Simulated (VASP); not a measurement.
A run of VASP 6.6.1:

The input INCAR:

```
PREC     = Accurate       # precision mode
ENCUT    = 520            # plane-wave cutoff, eV
EDIFF    = 1E-6           # SCF threshold, eV
ISMEAR   = 0              # smearing method
SIGMA    = 0.15           # smearing width, eV
LREAL    = False          # projectors in reciprocal space
LASPH    = True           # aspherical terms in the spheres
NELM     = 150            # most SCF steps
ALGO     = Fast           # electronic algorithm
ISIF     = 2              # what is computed and relaxed
LWAVE    = False          # write WAVECAR
LCHARG   = False          # write CHGCAR
ISPIN    = 2              # spin polarisation
MAGMOM   = 0 0.875 0.875 0.875 # initial moments
LORBIT   = 11             # projections on sites
NUPDOWN  = 2.625          # fixed moment
LMAXMIX  = 4              # l up to which the mixer works
GGA      = PE             # functional
NBANDS   = 28             # bands
```

The input KPOINTS:

```
regular mesh
0
Gamma
  14 14 14
```

Contents of POSCAR:

```
AlNi3
1.0
    0.0000000000      2.6543774807      2.6543774807
    2.6543774807      0.0000000000      2.6543774807
    2.6543774807      2.6543774807      0.0000000000
Al Ni
1 3
Direct
    0.5000000000      0.5000000000      0.5000000000
    0.2500000000      0.2500000000      0.2500000000
    0.0000000000      0.0000000000      0.0000000000
    0.7500000000      0.7500000000      0.7500000000
```

Potentials or basis: VASP PAW PBE potentials, release 64 (Al, Ni).

Command:

```bash
$ cat potpaw_PBE.64/Al/POTCAR potpaw_PBE.64/Ni/POTCAR > POTCAR
$ mpirun -np 1 vasp_std > vasp.out
```

Hardware: 1 thread of Intel Xeon 8259CL, on a shared host.

Q: How long does it take, and how much memory?

A: It took 5.4 min on 1 thread of Intel Xeon 8259CL (shared host), peak memory 0.29 GiB. Counts: scf iterations 15, k points 104.
